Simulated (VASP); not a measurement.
# ReW4 in VASP: notebook, part 2 of 2

VASP 6.6.1. The steps go on from the part before.

## (3) Single point, PBEsol

File INCAR:

```
SYSTEM = ReW4
PREC = Accurate
ENCUT = 520
EDIFF = 1E-6
ISMEAR = -1
SIGMA = 0.08
LREAL = .FALSE.
LASPH = .TRUE.
NELM = 80
ALGO = Normal
ISIF = 2
LWAVE = .FALSE.
LCHARG = .FALSE.
LDIPOL = .TRUE.
IDIPOL = 3
DIPOL = 0.5 0.5 0.500
GGA = PS
NBANDS = 40
```

File KPOINTS:

```
Automatic mesh
0
G
  12 12 1
  0 0 0
```

File POSCAR:

```
ReW4
1.0
    3.1537715175      0.0000000000      0.0000000000
    0.0000000000      3.1537715175      0.0000000000
    0.0000000000      0.0000000000     22.3075000000
Re W
1 4
Direct
    0.0000000000      0.0000000000      0.3650532789
    0.5000000000      0.5000000000      0.4282835857
    0.0000000000      0.0000000000      0.4999999992
    0.5000000000      0.5000000000      0.5717164151
    0.0000000000      0.0000000000      0.6349467211
```

Potentials or basis: VASP PAW PBE potentials, release 64 (Re, W_sv).

Command:

```
$ cat potpaw_PBE.64/Re/POTCAR potpaw_PBE.64/W_sv/POTCAR > POTCAR
$ mpirun -np 1 vasp_std > vasp.out
```

OUTCAR:

```text
SYSTEM = ReW4
   PREC = Accurate
   ENCUT = 520
   EDIFF = 1E-6
   ISMEAR = -1
   LREAL = .FALSE.
   LASPH = .TRUE.
   NELM = 80
   ISIF = 2
   GGA = PS

 ion  position               nearest neighbor table
   1  0.000  0.000  0.365-   2 2.64   2 2.64   2 2.64   2 2.64   3 3.01
   2  0.500  0.500  0.428-   1 2.64   1 2.64   1 2.64   1 2.64   3 2.74   3 2.74   3 2.74   3 2.74
                             4 3.20
   3  0.000  0.000  0.500-   2 2.74   2 2.74   2 2.74   2 2.74   4 2.74   4 2.74   4 2.74   4 2.74
                             1 3.01   5 3.01
   4  0.500  0.500  0.572-   5 2.64   5 2.64   5 2.64   5 2.64   3 2.74   3 2.74   3 2.74   3 2.74
                             2 3.20
   5  0.000  0.000  0.635-   4 2.64   4 2.64   4 2.64   4 2.64   3 3.01

  LATTYP: Found a simple tetragonal cell.
 ALAT       =     3.1537715175
 C/A-ratio  =     7.0732771465

  Lattice vectors:

 A1 = (   3.1537715175,   0.0000000000,   0.0000000000)
 A2 = (   0.0000000000,   3.1537715175,   0.0000000000)
 A3 = (   0.0000000000,   0.0000000000,  22.3075000000)

Analysis of symmetry for initial positions (statically):
=====================================================================
 Subroutine PRICEL returns:
 Original cell was already a primitive cell.

 Routine SETGRP: Setting up the symmetry group for a
 simple tetragonal supercell.

 Subroutine GETGRP returns: Found  8 space group operations
 (whereof  8 operations were pure point group operations)
 out of a pool of 16 trial point group operations.

The static configuration has the point symmetry C_4v.

Analysis of symmetry for dynamics (positions and initial velocities):
=====================================================================
 Subroutine PRICEL returns:
 Original cell was already a primitive cell.

 Routine SETGRP: Setting up the symmetry group for a
 simple tetragonal supercell.

 Subroutine GETGRP returns: Found  8 space group operations
 (whereof  8 operations were pure point group operations)
 out of a pool of 16 trial point group operations.

The dynamic configuration has the point symmetry C_4v.

 Subroutine INISYM returns: Found  8 space group operations
 (whereof  8 operations are pure point group operations),
 and found     1 'primitive' translations

----------------------------------------------------------------------------------------

                                     Primitive cell

  volume of cell :     221.8765

  direct lattice vectors                    reciprocal lattice vectors
     3.153771518  0.000000000  0.000000000     0.317080675  0.000000000  0.000000000
     0.000000000  3.153771518  0.000000000     0.000000000  0.317080675  0.000000000
     0.000000000  0.000000000 22.307500000     0.000000000  0.000000000  0.044827973

  length of vectors
     3.153771518  3.153771518 22.307500000     0.317080675  0.317080675  0.044827973

  position of ions in fractional coordinates (direct lattice)
     0.000000000  0.000000000  0.365053279
     0.500000000  0.500000000  0.428283586
     0.000000000  0.000000000  0.499999999
     0.500000000  0.500000000  0.571716415
     0.000000000  0.000000000  0.634946721

  ion indices of the primitive-cell ions
   primitive index   ion index
                 1           1
                 2           2
                 3           3
                 4           4
                 5           5

[... 53 lines left out ...]
   k-points           NKPTS =     28   k-points in BZ     NKDIM =     28   number of bands    NBANDS=     40
   number of dos      NEDOS =    301   number of ions     NIONS =      5
   total plane-waves  NPLWV =  96768
   dimension x,y,z NGX =    24 NGY =   24 NGZ =  168
   dimension x,y,z NGXF=    48 NGYF=   48 NGZF=  336
   ions per type =               1   4
   NGX,Y,Z   is equivalent  to a cutoff of  12.65, 12.65, 12.52 a.u.
   NGXF,Y,Z  is equivalent  to a cutoff of  25.30, 25.30, 25.04 a.u.
 SYSTEM =  ReW4
   PREC   = accura    normal or accurate (medium, high low for compatibility)
   ISTART =      0    job   : 0-new  1-cont  2-samecut
   ICHARG =      2    charge: 1-file 2-atom 10-const
   ISPIN  =      1    spin polarized calculation?
   LNONCOLLINEAR =      F non collinear calculations
   LSORBIT =      F    spin-orbit coupling
   LASPH  =      T    aspherical Exc in radial PAW
   ENCUT  =  520.0 eV  38.22 Ry    6.18 a.u.   5.86  5.86 41.48*2*pi/ulx,y,z
   NELM   =     80;   NELMIN=  2; NELMDL= -5     # of ELM steps
   EDIFF  = 0.1E-05   stopping-criterion for ELM
   LREAL  =      F    real-space projection
   EDIFFG = 0.1E-04   stopping-criterion for IOM
   NSW    =      0    number of steps for IOM
   IBRION =     -1    ionic relax: 0-MD 1-quasi-New 2-CG
   NFREE  =      0    steps in history (QN), initial steepest desc. (CG)
   ISIF   =      2    stress and relaxation
   ISYM   =      2    0-nonsym 1-usesym 2-fastsym
   POTIM  = 0.5000    time-step for ionic-motion
   TEBEG  =    0.0;   TEEND  =   0.0 temperature during run
   PSTRESS=    0.0 pullay stress
   NELECT =      63.0000    total number of electrons
   NUPDOWN=      -1.0000    fix difference up-down
   EMIN   =  10.00;   EMAX   =-10.00  energy-range for DOS
   EFERMI =   0.00;   METHOD = LEGACY
   ISMEAR =    -1;   SIGMA  =   0.08  broadening in eV -4-tet -1-fermi 0-gaus
   EFERMI_NEDOS =   21; number of points for ismear=-14 and -15
   IALGO  =     38    algorithm
   IMIX   =      4    mixing-type and parameters
     AMIX     =   0.40;   BMIX     =  1.00
     AMIX_MAG =   1.60;   BMIX_MAG =  1.00
  volume/ion in A,a.u.               =      44.38       299.46
  Fermi-wavevector in a.u.,A,eV,Ry     =   1.076014  2.033371 15.752907  1.157806
  Thomas-Fermi vector in A             =   2.211887
   LORBIT       =      0    0 simple, 1 ext, 2 COOP (PROOUT), +10 PAW based schemes
   GGA     = PS    functional components
   LHFCALC =     F    Hartree Fock is set to
   AEXX    =    0.0000 exact exchange contribution
   IVDW    =     0    specifies the selected vdW correction
   LEPSILON=     F    determine dielectric tensor
   LRPA    =     F    only Hartree local field effects (RPA)
 non-spin polarized calculation
  energy-cutoff  :      520.00
  volume of cell :      221.88
 maximum number of plane-waves:      6040
 NGX is ok and might be reduce to    24
   NGX = 11   NGY = 11   NGZ = 83

 dipolmoment           0.000000      0.000000      0.022288 electrons x Angstroem

 number of electron      63.0000001 magnetization

 dipolmoment           0.000000      0.000000     -0.008806 electrons x Angstroem

 Free energy of the ion-electron system (eV)
  ---------------------------------------------------
  ext. energy  EPLUGINS =         0.00000000
  ---------------------------------------------------
  free energy    TOTEN  =       -63.33292325 eV

  energy without entropy =      -63.22034422  energy(sigma->0) =      -63.27663374

 E-fermi :   1.0045     XC(G=0):  -5.8957

 val. band max:        1.0015730379   @ k =   0.4167   0.1667   0.0000
 cond. band min:       1.0214365826   @ k =   0.0833   0.0000   0.0000
 fundamental gap:      0.0198635446
 Fermi energy:         1.0044561650

 k-point     1 :       0.0000    0.0000    0.0000
  band No.  band energies     occupation
      1     -73.1316      2.00000
      2     -73.0171      2.00000
      3     -72.8627      2.00000
      4     -72.6815      2.00000
      5     -37.5984      2.00000
      6     -37.4964      2.00000
[... 1021 lines left out ...]
     39       3.9397      0.00000
     40       4.0323      0.00000

 [... further k-points ...]

------------------------ aborting loop because EDIFF is reached ----------------------------------------

 vacuum level on the upper side and lower side of the slab       (xc-potential included)        -0.370        -0.205

  FORCE on cell =-STRESS in cart. coord.  units (eV):
  Direction    XX          YY          ZZ          XY          YZ          ZX
  --------------------------------------------------------------------------------------
  -------------------------------------------------------------------------------------
  Total       -5.9305110     -5.9305110     -1.5607196      0.0000000      0.0000000     -0.0000000
  in kB      -42.8244053    -42.8244053    -11.2700054      0.0000000      0.0000000     -0.0000000
  external PRESSURE =     -32.3062720 kB  Pullay stress =       0.0000000 kB

 VOLUME and BASIS-vectors are now :
 -----------------------------------------------------------------------------
  energy-cutoff  :      520.00
  volume of cell :      221.88
      direct lattice vectors                 reciprocal lattice vectors
     3.153771518  0.000000000  0.000000000     0.317080675  0.000000000  0.000000000
     0.000000000  3.153771518  0.000000000     0.000000000  0.317080675  0.000000000
     0.000000000  0.000000000 22.307500000     0.000000000  0.000000000  0.044827973

 POSITION                                       TOTAL-FORCE (eV/Angst)
 -----------------------------------------------------------------------------------
      0.00000      0.00000      8.14343         0.000000      0.000000      1.101055
      1.57689      1.57689      9.55394         0.000000     -0.000000     -1.153521
      0.00000      0.00000     11.15375         0.000000      0.000000      0.182531
      1.57689      1.57689     12.75356         0.000000     -0.000000     -0.291559
      0.00000      0.00000     14.16407         0.000000      0.000000      0.161494
 -----------------------------------------------------------------------------------
    total drift:                                0.000000      0.000000     -0.001112

  FREE ENERGIE OF THE ION-ELECTRON SYSTEM (eV)
  ---------------------------------------------------
  free  energy   TOTEN  =       -63.3329232544 eV

  energy  without entropy=      -63.2203442245  energy(sigma->0) =      -63.27663374

 vacuum level on the upper side and lower side of the slab         4.956         5.095
```

stdout:

```text
POSCAR found type information on POSCAR ReW
 POSCAR found :  2 types and       5 ions
 scaLAPACK will be used
 -----------------------------------------------------------------------------
|                                                                             |
|                                                                             |
|     You enforced a specific xc type in the INCAR file but a different       |
|     I HOPE YOU KNOW WHAT YOU ARE DOING!                                     |
|                                                                             |
 -----------------------------------------------------------------------------

 LDA part: xc-table for (Slater+PW92), standard interpolation
 POSCAR, INCAR and KPOINTS ok, starting setup
 FFT: planning ... GRIDC
 FFT: planning ... GRID_SOFT
 FFT: planning ... GRID
 WAVECAR not read
 entering main loop
```

It took 13 min on 1 thread of Intel Xeon 8259CL, shared host; peak memory 0.43 GiB.

Results:

| Property | Result |
| --- | --- |
| Free energy | -63.3329 eV |
| Largest force | 1.154 eV/Å |
| Band gap on the k mesh | zero (an odd number of electrons rules out a gap without spin polarisation) |

Forces on the atoms (eV/Å):
```
Re   0.000  0.000  1.101
W    0.000  0.000 -1.154
W    0.000  0.000  0.183
W    0.000  0.000 -0.292
W    0.000  0.000  0.161
```

Caveat: the PAW data sets were made with another functional, which shifts forces and pressure a little; spin-orbit coupling is left out, which moves the levels of the heavy elements.
